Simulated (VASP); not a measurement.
**GaN: single point with r2SCAN**

Crystal: GaN.

```
CELL_PARAMETERS angstrom
0.00000 2.10852 2.10852
2.10852 0.00000 2.10852
2.10852 2.10852 0.00000
ATOMIC_POSITIONS crystal
Ga 0.00000 0.00000 0.00000
N 0.50000 0.50000 0.50000
```

| Quantity | Value |
| --- | --- |
| Program | VASP 6.6.1 |
| Task | single point |
| Functional | r2SCAN |
| Potentials or basis | VASP PAW PBE potentials, release 64 (Ga_d, N_h) |
| Cutoff | 1460 eV |
| k mesh | 10 × 10 × 10 |
| Occupations | gaussian, width 0.01 eV |
| Spin | no spin polarisation |
| Dipole correction | no |
| Further INCAR settings | ALGO = Normal; EDIFF = 1e-06; NBANDS = 16 |

```
Pressure               : 1.0 GPa
Band gap on the k mesh : 1.18 eV (least direct gap 3.41 eV)
```

Levels at points of the mesh, in eV from the valence-band top:
```csv
k point,band 7,band 8,band 9,band 10,band 11,band 12
"(0.00, 0.00, 0.00)",-0.50,-0.50,-0.50,2.90,15.52,15.52
"(0.50, 0.00, 0.00)",-8.36,-0.15,-0.15,5.43,9.88,9.88
"(0.50, 0.50, 0.00)",-7.25,-3.12,-3.12,1.18,8.54,13.15
```

Wall time 2 min on 1 thread of Intel(R) Xeon(R) 6975P-C (Granite Rapids), with other jobs on the host, peak memory 0.31 GiB.

Caveat: the structure was generated, so it needn't be the stable form of GaN; the PAW data sets were made with another functional, which shifts forces and pressure a little. A k mesh can miss the band edges.
